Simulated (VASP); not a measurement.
# AlGa3O6 (P1) in VASP: single point with PBE

Aim: the single point of AlGa3O6 with PBE.

Everything below comes from runs of VASP 6.6.1. Logs are shortened: lines on timing, memory, paths and dates and some standing lists are left out, and cuts for length are marked.

## 1. The cell of the first run

The typed cell holds 10 atoms: a = 3.054 Å, b = 4.952 Å, c = 8.030 Å, α = 78.92°, β = 86.86°, γ = 83.28°.

## 2. Single point, PBE, collinear spin, ferromagnetic start

The input, INCAR:

```
PREC = Accurate
ENCUT = 520
EDIFF = 1E-7
ISMEAR = 0
SIGMA = 0.1
LREAL = False
LASPH = True
NELM = 150
ALGO = Normal
ISIF = 2
LWAVE = False
LCHARG = False
ISPIN = 2
MAGMOM = 0 0 0 0 1 1 1 1 1 1
LORBIT = 11
GGA = PE
NBANDS = 54
```

The input, KPOINTS:

```
Automatic mesh
0
Gamma
  6 4 2
```

The input, POSCAR:

```
AlGa3O6
1.0
    3.0463661302      0.2010397188      0.0743930448
    0.2451034086      4.9288076012      0.4164289715
    0.1887148470      0.8664573465      7.9805412607
Al Ga O
1 3 6
Direct
    0.6229368676      0.3323354751      0.1006054225
    0.2857446877      0.9602163928      0.8421400931
    1.2118423545      0.8020074274      0.2830830792
   -0.2478000517      0.4813448721      0.6450794423
    0.7161954037      0.6964955552      0.4087357217
    0.3691577773      0.6789467273      0.0792726844
    0.2903039184      0.2740647509      0.6341418651
   -0.1823862102      0.7628551618      0.7626689007
    0.7337228504      0.1776461525      0.9202723940
    0.1316823624      0.1907874750      0.2123004471
```

Potentials or basis: VASP PAW PBE potentials, release 64 (Al, Ga_d, O).

Started as:

```bash
$ cat potpaw_PBE.64/Al/POTCAR potpaw_PBE.64/Ga_d/POTCAR potpaw_PBE.64/O/POTCAR > POTCAR
$ mpirun -np 1 vasp_std > vasp.out
```

OUTCAR:

```text
PREC = Accurate
   ENCUT = 520
   EDIFF = 1E-7
   ISMEAR = 0
   LREAL = False
   LASPH = True
   NELM = 150
   ISIF = 2
   ISPIN = 2
   LORBIT = 11
   GGA = PE

 ion  position               nearest neighbor table
   1  0.623  0.332  0.101-   9 1.76   6 1.78  10 1.83  10 1.84   3 3.09   3 3.12
   2  0.286  0.960  0.842-   8 1.94   8 2.02   9 2.03   9 2.03   7 2.05   6 2.14
   3  0.212  0.802  0.283-   5 1.84   5 1.86   6 1.87  10 1.89   1 3.09   1 3.12
   4  0.752  0.481  0.645-   7 1.84   7 1.85   8 1.86   5 1.99   9 2.42
   5  0.716  0.696  0.409-   3 1.84   3 1.86   4 1.99
   6  0.369  0.679  0.079-   1 1.78   3 1.87   2 2.14
   7  0.290  0.274  0.634-   4 1.84   4 1.85   2 2.05
   8  0.818  0.763  0.763-   4 1.86   2 1.94   2 2.02
   9  0.734  0.178  0.920-   1 1.76   2 2.03   2 2.03   4 2.42
  10  0.132  0.191  0.212-   1 1.83   1 1.84   3 1.89

  LATTYP: Found a triclinic cell.
 ALAT       =     4.9524370909
 B/A-ratio  =     1.7337185543
 C/A-ratio  =     0.6166456526
 COS(alpha) =     0.0162371273
 COS(beta)  =     0.1169341426
 COS(gamma) =     0.3971200218

  Lattice vectors:

 A1 = (  -0.2451034086,  -4.9288076012,  -0.4164289715)
 A2 = (  -0.0563885616,  -4.0623502547,   7.5641122892)
 A3 = (  -3.0463661302,  -0.2010397188,  -0.0743930448)

Analysis of symmetry for initial positions (statically):
=====================================================================
 Subroutine PRICEL returns:
 Original cell was already a primitive cell.

 Routine SETGRP: Setting up the symmetry group for a
 triclinic supercell.

 Subroutine GETGRP returns: Found  1 space group operations
 (whereof  1 operations were pure point group operations)
 out of a pool of  2 trial point group operations.

The static configuration has the point symmetry C_1 .

Analysis of symmetry for dynamics (positions and initial velocities):
=====================================================================
 Subroutine PRICEL returns:
 Original cell was already a primitive cell.

 Routine SETGRP: Setting up the symmetry group for a
 triclinic supercell.

 Subroutine GETGRP returns: Found  1 space group operations
 (whereof  1 operations were pure point group operations)
 out of a pool of  2 trial point group operations.

The dynamic configuration has the point symmetry C_1 .

Analysis of structural, dynamic, and magnetic symmetry:
=====================================================================
 Subroutine PRICEL returns:
 Original cell was already a primitive cell.

 Routine SETGRP: Setting up the symmetry group for a
 triclinic supercell.

 Subroutine GETGRP returns: Found  1 space group operations
 (whereof  1 operations were pure point group operations)
 out of a pool of  2 trial point group operations.

The overall configuration has the point symmetry C_1 .

 Subroutine INISYM returns: Found  1 space group operations
 (whereof  1 operations are pure point group operations),
 and found     1 'primitive' translations

----------------------------------------------------------------------------------------

                                     Primitive cell

  volume of cell :     118.2974

  direct lattice vectors                    reciprocal lattice vectors
     3.046366130  0.201039719  0.074393045     0.329455486 -0.015870773 -0.006067482
     0.245103409  4.928807601  0.416428972    -0.013017590  0.205394262 -0.021992087
     0.188714847  0.866457346  7.980541261    -0.002391855 -0.010569640  0.126508903

  length of vectors
     3.053898802  4.952437091  8.029657554     0.329893336  0.206978048  0.126972205

  position of ions in fractional coordinates (direct lattice)
     0.622936868  0.332335475  0.100605423
     0.285744688  0.960216393  0.842140093
     0.211842354  0.802007427  0.283083079
     0.752199948  0.481344872  0.645079442
     0.716195404  0.696495555  0.408735722
[... 77 lines left out ...]
   ions per type =               1   3   6
   NGX,Y,Z   is equivalent  to a cutoff of  13.06, 13.43, 12.42 a.u.
   NGXF,Y,Z  is equivalent  to a cutoff of  26.13, 26.85, 24.84 a.u.
 SYSTEM =  unknown system
   PREC   = accura    normal or accurate (medium, high low for compatibility)
   ISTART =      0    job   : 0-new  1-cont  2-samecut
   ICHARG =      2    charge: 1-file 2-atom 10-const
   ISPIN  =      2    spin polarized calculation?
   LNONCOLLINEAR =      F non collinear calculations
   LSORBIT =      F    spin-orbit coupling
   LASPH  =      T    aspherical Exc in radial PAW
   ENCUT  =  520.0 eV  38.22 Ry    6.18 a.u.   5.68  9.21 14.93*2*pi/ulx,y,z
   NELM   =    150;   NELMIN=  2; NELMDL= -5     # of ELM steps
   EDIFF  = 0.1E-06   stopping-criterion for ELM
   LREAL  =      F    real-space projection
   EDIFFG = 0.1E-05   stopping-criterion for IOM
   NSW    =      0    number of steps for IOM
   IBRION =     -1    ionic relax: 0-MD 1-quasi-New 2-CG
   NFREE  =      0    steps in history (QN), initial steepest desc. (CG)
   ISIF   =      2    stress and relaxation
   ISYM   =      2    0-nonsym 1-usesym 2-fastsym
   POTIM  = 0.5000    time-step for ionic-motion
   TEBEG  =    0.0;   TEEND  =   0.0 temperature during run
   PSTRESS=    0.0 pullay stress
   NELECT =      78.0000    total number of electrons
   NUPDOWN=      -1.0000    fix difference up-down
   EMIN   =  10.00;   EMAX   =-10.00  energy-range for DOS
   EFERMI =   0.00;   METHOD = LEGACY
   ISMEAR =     0;   SIGMA  =   0.10  broadening in eV -4-tet -1-fermi 0-gaus
   EFERMI_NEDOS =   21; number of points for ismear=-14 and -15
   IALGO  =     38    algorithm
   IMIX   =      4    mixing-type and parameters
     AMIX     =   0.40;   BMIX     =  1.00
     AMIX_MAG =   1.60;   BMIX_MAG =  1.00
  volume/ion in A,a.u.               =      11.83        79.83
  Fermi-wavevector in a.u.,A,eV,Ry     =   1.424890  2.692651 27.624057  2.030311
  Thomas-Fermi vector in A             =   2.545333
   LORBIT       =     11    0 simple, 1 ext, 2 COOP (PROOUT), +10 PAW based schemes
   GGA     = PE    functional components
   LHFCALC =     F    Hartree Fock is set to
   AEXX    =    0.0000 exact exchange contribution
   IVDW    =     0    specifies the selected vdW correction
   LEPSILON=     F    determine dielectric tensor
   LRPA    =     F    only Hartree local field effects (RPA)
 spin polarized calculation
 Gauss-broadening in eV      SIGMA  =   0.10
  energy-cutoff  :      520.00
  volume of cell :      118.30
 maximum number of plane-waves:      3210
   NGX = 11   NGY = 19   NGZ = 29

 number of electron      77.9999993 magnetization       0.0003950

 number of electron      77.9999993 magnetization      -0.0000245

 Free energy of the ion-electron system (eV)
  ---------------------------------------------------
  ext. energy  EPLUGINS =         0.00000000
  ---------------------------------------------------
  free energy    TOTEN  =       -62.66902772 eV

  energy without entropy =      -62.66902772  energy(sigma->0) =      -62.66902772

 E-fermi :   3.1975     XC(G=0): -10.5342

 val. band max:        2.6719691306   @ k =   0.0000   0.5000   0.0000
 cond. band min:       5.0898890837   @ k =   0.0000   0.0000   0.0000
 fundamental gap:      2.4179199531
 Fermi energy:         3.1974659057

 spin component 1

 k-point     1 :       0.0000    0.0000    0.0000
  band No.  band energies     occupation
      1     -15.8399      1.00000
      2     -15.2203      1.00000
      3     -15.0488      1.00000
      4     -14.4460      1.00000
      5     -14.1542      1.00000
      6     -13.7588      1.00000
[... 1285 lines left out ...]
     50      14.0979      0.00000
     51      14.5100      0.00000

 [... further k-points ...]

 spin component 2

 k-point     1 :       0.0000    0.0000    0.0000
  band No.  band energies     occupation
      1     -15.8399      1.00000
      2     -15.2203      1.00000
      3     -15.0488      1.00000
      4     -14.4459      1.00000
      5     -14.1542      1.00000
      6     -13.7588      1.00000
[... 1285 lines left out ...]
     50      14.0979      0.00000
     51      14.5100      0.00000

 [... further k-points ...]

 [bands above 51 left out]

------------------------ aborting loop because EDIFF is reached ----------------------------------------

  FORCE on cell =-STRESS in cart. coord.  units (eV):
  Direction    XX          YY          ZZ          XY          YZ          ZX
  --------------------------------------------------------------------------------------
  -------------------------------------------------------------------------------------
  Total        0.3226071      0.2906579      0.2079800      0.0208136      0.0445082      0.0045825
  in kB        4.3692732      3.9365657      2.8168055      0.2818912      0.6028025      0.0620636
  external PRESSURE =       3.7075482 kB  Pullay stress =       0.0000000 kB

 VOLUME and BASIS-vectors are now :
 -----------------------------------------------------------------------------
  energy-cutoff  :      520.00
  volume of cell :      118.30
      direct lattice vectors                 reciprocal lattice vectors
     3.046366130  0.201039719  0.074393045     0.329455486 -0.015870773 -0.006067482
     0.245103409  4.928807601  0.416428972    -0.013017590  0.205394262 -0.021992087
     0.188714847  0.866457346  7.980541261    -0.002391855 -0.010569640  0.126508903

 POSITION                                       TOTAL-FORCE (eV/Angst)
 -----------------------------------------------------------------------------------
      1.99814      1.85042      0.98762         0.000447      0.004347      0.007671
      1.26476      5.51985      7.14185        -0.011449     -0.014872      0.008548
      0.89535      4.24081      2.60889        -0.005901      0.000755      0.012360
      2.53119      3.08261      5.40449        -0.006086     -0.007676      0.015182
      2.42964      3.93103      3.60525        -0.004174     -0.000174      0.003091
      1.30596      3.48930      0.94283         0.010571     -0.023824     -0.018426
      1.07122      1.95863      5.19652         0.005341     -0.011524     -0.027501
      2.82166      4.58516      6.46501         0.012175     -0.014470     -0.004331
      2.45240      1.82047      7.47283         0.005146      0.031596      0.017516
      0.48798      1.15078      1.78352        -0.006071      0.035842     -0.014110
 -----------------------------------------------------------------------------------
    total drift:                               -0.001126     -0.000158      0.000391

  FREE ENERGIE OF THE ION-ELECTRON SYSTEM (eV)
  ---------------------------------------------------
  free  energy   TOTEN  =       -62.6690277178 eV

  energy  without entropy=      -62.6690277178  energy(sigma->0) =      -62.66902772

 total charge

# of ion       s       p       d       tot
------------------------------------------
    1        0.343   0.415   0.000   0.759
    2        0.645   0.659  10.207  11.510
    3        0.725   0.831  10.254  11.810
    4        0.718   0.792  10.242  11.752
    5        1.549   3.515   0.000   5.064
    6        1.553   3.526   0.000   5.079
    7        1.560   3.492   0.000   5.052
    8        1.551   3.491   0.000   5.042
    9        1.556   3.535   0.000   5.091
   10        1.549   3.568   0.000   5.117
--------------------------------------------------
tot         11.749  23.825  30.703  66.276

 magnetization (x)

# of ion       s       p       d       tot
------------------------------------------
    1       -0.000  -0.000   0.000  -0.000
    2       -0.000  -0.000  -0.000  -0.000
    3       -0.000  -0.000  -0.000  -0.000
    4       -0.000  -0.000  -0.000  -0.000
    5        0.000   0.000   0.000   0.000
    6        0.000   0.000   0.000   0.000
    7        0.000   0.000   0.000   0.000
    8        0.000   0.000   0.000   0.000
    9        0.000   0.000   0.000   0.000
   10        0.000   0.000   0.000   0.000
--------------------------------------------------
tot          0.000   0.000  -0.000   0.000
```

Run time: 13 min. Hardware: 1 thread of Intel Xeon 8259CL, shared host; peak memory 0.43 GiB.

What came out:

```
Free energy                                           : -62.6690 eV
Pressure                                              : 0.4 GPa
Largest force                                         : 0.039 eV/Å
Band gap on the k mesh                                : 2.42 eV (least direct gap 2.43 eV)
Net moment                                            : 0.00 μB per cell
Valence electrons inside the program's atomic spheres : Al 0.76; Ga 11.51, 11.81, 11.75; O 5.06, 5.08, 5.05, 5.04, 5.09, 5.12
```

Forces on the atoms (eV/Å):
```
Al   0.000  0.004  0.008
Ga  -0.011 -0.015  0.009
Ga  -0.006  0.001  0.012
Ga  -0.006 -0.008  0.015
O   -0.004  0.000  0.003
O    0.011 -0.024 -0.018
O    0.005 -0.012 -0.028
O    0.012 -0.014 -0.004
O    0.005  0.032  0.018
O   -0.006  0.036 -0.014
```

Stress tensor (GPa, compression positive):
```
0.44 0.03 0.01
0.03 0.39 0.06
0.01 0.06 0.28
```
